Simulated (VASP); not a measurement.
Input of a VASP 6.6.1 run:

Contents of INCAR:

```
SYSTEM = InSb
PREC     = Accurate       ! precision mode
ENCUT    = 520            ! plane-wave cutoff, eV
EDIFF    = 1E-8           ! SCF threshold, eV
ISMEAR   = -1             ! smearing method
SIGMA    = 0.15           ! smearing width, eV
LREAL    = .False.        ! projectors in reciprocal space
LASPH    = .True.         ! aspherical terms in the spheres
NELM     = 60             ! most SCF steps
ALGO     = Normal         ! electronic algorithm
ISIF     = 2              ! what is computed and relaxed
LWAVE    = .False.        ! write WAVECAR
LCHARG   = .False.        ! write CHGCAR
GGA      = PS             ! functional
NBANDS   = 16             ! bands
IBRION   = 8              ! ionic algorithm
NSW      = 1              ! ionic steps
```

File KPOINTS:

```
Automatic mesh
0
Gamma
  12 12 12
  0 0 0
```

The input POSCAR:

```
InSb
1.0
    0.0000000000      2.8280300859      2.8280300859
    2.8280300859      0.0000000000      2.8280300859
    2.8280300859      2.8280300859      0.0000000000
In Sb
1 1
Direct
    0.0000000000      0.0000000000      0.0000000000
    0.7500000000      0.7500000000      0.7500000000
```

Potentials or basis: VASP PAW PBE potentials, release 64 (In_d, Sb).

Launch:

```bash
$ cat potpaw_PBE.64/In_d/POTCAR potpaw_PBE.64/Sb/POTCAR > POTCAR
$ mpirun -np 1 vasp_std > vasp.out
```

Q: Estimate the highest phonon frequency at Γ, LO-TO splitting left out.

A: 295 cm⁻¹.

Phonon frequencies in cm⁻¹ (negative: imaginary):
```csv
q point,frequencies
"(0.000, 0.000, 0.000)",0 0 0 295 295 295
```

Caveat: the cell stands under pressure or tension, which shifts response properties.
